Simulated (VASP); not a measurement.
Here is a VASP 6.6.1 calculation.

POSCAR

```
BN
1.0
    0.0000000000      1.8048254535      1.8048254535
    1.8048254535      0.0000000000      1.8048254535
    1.8048254535      1.8048254535      0.0000000000
B N
1 1
Direct
    0.0000000000      0.0000000000      0.0000000000
    0.2500000000      0.2500000000      0.2500000000
```

The input INCAR.step1:

```
PREC = Accurate ; ENCUT = 500
EDIFF = 1E-8 ; ISMEAR = 0
SIGMA = 0.01 ; LREAL = False
LASPH = True ; NELM = 100
ALGO = Normal ; LWAVE = True
LCHARG = False ; GGA = PE
```

The input INCAR.step2:

```
PREC = Accurate ; ENCUT = 500
EDIFF = 1E-8 ; ISMEAR = 0
SIGMA = 0.01 ; LREAL = False
LASPH = True ; NELM = 1
ALGO = Exact ; LWAVE = True
LCHARG = False ; GGA = PE
NBANDS = 39 ; LOPTICS = True
ISTART = 1
```

Contents of INCAR.step3:

```
PREC = Accurate ; ENCUT = 500
EDIFF = 1E-8 ; ISMEAR = 0
SIGMA = 0.01 ; LREAL = False
LASPH = True ; ALGO = EVGW0
LWAVE = False ; LCHARG = False
GGA = PE ; NELMGW = 1
NBANDS = 39 ; ENCUTGW = 120.0
NOMEGA = 48 ; PRECFOCK = Fast
ISTART = 1 ; NBANDSGW = 12
```

File KPOINTS:

```
regular mesh
0
Gamma
  6 6 6
```

Potentials or basis: VASP PAW PBE potentials, release 64 (B_GW, N_GW).

Run with:

```console
$ cat potpaw_PBE.64/B_GW/POTCAR potpaw_PBE.64/N_GW/POTCAR > POTCAR
$ cp INCAR.step1 INCAR
$ mpirun -np 1 vasp_std > vasp.out
$ cp INCAR.step2 INCAR
$ mpirun -np 1 vasp_std > vasp.out
$ cp INCAR.step3 INCAR
$ mpirun -np 1 vasp_std > vasp.out
```

Q: Estimate the quasiparticle gap.

A: 5.85 eV.

Q: Predict the least direct quasiparticle gap.

A: 10.89 eV.

Q: What does it give for the band gap on the k mesh, mean-field level?

A: 4.47 eV, indirect (least direct gap 8.84 eV).

Caveat: the k points lie up to 0.50 Å⁻¹ apart; bands, screening cutoff and mesh are small and nothing is extrapolated, so the quasiparticle values aren't converged. A k mesh can miss the band edges.
